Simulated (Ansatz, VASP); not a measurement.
# Two plane-wave programs on Ge3PS4

```
Ge P S
1.0
     6.44644    0.00000    0.00000
     0.00000    6.44644    0.00000
     0.00000    0.00000    6.44644
Ge P S
3 1 4
Direct
  0.50000 0.00000 0.00000
  0.00000 0.50000 0.00000
  0.00000 0.00000 0.50000
  0.00000 0.00000 0.00000
  0.21389 0.21389 0.21389
  0.21389 0.78611 0.78611
  0.78611 0.78611 0.21389
  0.78611 0.21389 0.78611
```

Alike in both runs: functional PBE; k mesh 4 × 4 × 4; occupations gaussian, width 0.1 eV; no spin polarisation.

Ansatz relaxed the structure, and its values are those at the end. VASP's run is a single point on that final structure, the one shown.

|  | VASP | Ansatz |
| --- | --- | --- |
| version | VASP 6.6.1 | Ansatz 0.2.0 |
| potentials or method | VASP PAW PBE potentials, release 64 (Ge_d, P, S), cutoff 520 eV | scalar-relativistic, plane waves, PAW |
| valence electrons in the cell | 71 | 71 |

```csv
,VASP,Ansatz,Ansatz less VASP
gap on the k mesh at the Fermi level (eV),none,none,-
pressure (GPa),0.1,0.2,+0.06
rms of the force components (eV/Å),0.015,0.008,-0.0066
```

A gap of «none» marks a metal or a gap that the smearing closes.
